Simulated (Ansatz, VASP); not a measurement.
# One calculation of VH2, two programs

POSCAR

```
VH2
1.0
    0.0000000000      2.0937543505      2.0937543505
    2.0937543505      0.0000000000      2.0937543505
    2.0937543505      2.0937543505      0.0000000000
V H
1 2
Direct
    0.0000000000      0.0000000000      0.0000000000
    0.2500000000      0.2500000000      0.2500000000
    0.7500000000      0.7500000000      0.7500000000
```

INCAR.step1

```
PREC = Accurate
ENCUT = 520
ISMEAR = 0
SIGMA = 0.1
LREAL = False
LASPH = True
NELM = 100
NBANDS = 14
GGA = PE
ALGO = Normal
EDIFF = 1E-4
LWAVE = True
LCHARG = False
```

File INCAR.step2:

```
PREC = Accurate
ENCUT = 520
EDIFF = 1E-7
ISMEAR = 0
SIGMA = 0.1
LREAL = False
LASPH = True
NELM = 100
ALGO = Normal
ISIF = 2
LWAVE = False
LCHARG = True
METAGGA = R2SCAN
LMIXTAU = True
LELF = True
LVHAR = True
NBANDS = 14
ISTART = 1
```

KPOINTS

```
Automatic mesh
0
Gamma
  16 16 16
```

Input for Ansatz:

```yaml
crystal:
  lattice:
    - [0.0, 2.0937543505, 2.0937543505]
    - [2.0937543505, 0.0, 2.0937543505]
    - [2.0937543505, 2.0937543505, 0.0]
  atoms:
    - { symbol: V, position: [0.0, 0.0, 0.0] }
    - { symbol: H, position: [0.25, 0.25, 0.25] }
    - { symbol: H, position: [0.75, 0.75, 0.75] }
basis:
  ecutwfc: 500
kpoints:
  mp_grid: { grid: [16, 16, 16] }
  band_path:
    path:
      - [[0.0, 0.0, 0.0], [0.5, 0.0, 0.5], [0.625, 0.25, 0.625]]
      - [[0.375, 0.375, 0.75], [0.0, 0.0, 0.0], [0.5, 0.5, 0.5], [0.5, 0.25, 0.75], [0.5, 0.0, 0.5]]
    npoints: 14
hamiltonian:
  xc: r2scan
scf:
  occupations: { method: gaussian, width: 0.1 }
  n_extra_bands: 7
output:
  forces: true
  stress: true
  eigenvalues: true
  populations: true
  dos: { projected: true, de: 0.02, nscf_kmesh: { grid: [24, 24, 24] } }
  bader: true
checkpoint:
  read: start.run
  write: ck
  compress: false
  write_wavefunctions: false
  write_every: 100000
```

Alike in both runs: task single point; functional r2SCAN; k mesh 16 × 16 × 16; occupations gaussian, width 0.1 eV; no spin polarisation.

```csv
,VASP,Ansatz
version,VASP 6.6.1,Ansatz 0.2.0
potentials or method,"VASP PAW PBE potentials, release 64 (V_sv, H), cutoff 520 eV","scalar-relativistic, plane waves, PAW"
valence electrons in the cell,15,15
```

|  | VASP | Ansatz | Ansatz less VASP |
| --- | --- | --- | --- |
| gap on the k mesh at the Fermi level (eV) | none | none | - |
| pressure (GPa) | 0.4 | 0.0 | -0.41 |

VASP's potentials were made for PBE, not for r2SCAN. A gap of «none» marks a metal or a gap that the smearing closes.
